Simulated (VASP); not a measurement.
## CdPd: single point with LDA

Crystal: CdPd.

```
Cd Pd
1.0
     2.96312    0.00000    0.00000
     0.00000    2.96312    0.00000
     0.00000    0.00000    3.62611
Cd Pd
1 1
Cartesian
  0.0000 0.0000 0.0000
  1.4816 1.4816 1.8131
```

```
Program             : VASP 6.6.1
Task                : single point
Functional          : LDA
Potentials or basis : VASP PAW LDA potentials, release 64 (Cd, Pd)
Cutoff              : 520 eV
k mesh              : 14 × 14 × 11
Occupations         : fermi-dirac, width 0.05 eV
Spin                : no spin polarisation
```

```json
{"Pressure": "1.6 GPa", "Band gap on the k mesh": "zero (band 11 reaches 10.84 eV, above the bottom of band 12 at 5.09 eV)"}
```

Stress tensor (GPa, compression positive):
```
1.50 0.00 0.00
0.00 1.50 0.00
0.00 0.00 1.67
```

Levels at points of the mesh, in eV from the Fermi level:
```csv
k point,band 8,band 9,band 10,band 11,band 12,band 13,band 14,band 15
"(0.00, 0.00, 0.00)",-3.30,-1.76,-1.76,-1.44,2.79,8.53,8.53,9.34
"(0.50, 0.00, 0.00)",-3.69,-3.44,-2.55,-2.01,0.36,10.27,10.34,10.63
"(0.50, 0.50, 0.00)",-2.23,-2.23,-0.79,-0.05,-0.05,5.22,5.87,10.46
```

It used 95 s of CPU time on 1 thread of AMD EPYC 7R13 Processor (Zen 3), on a shared host.
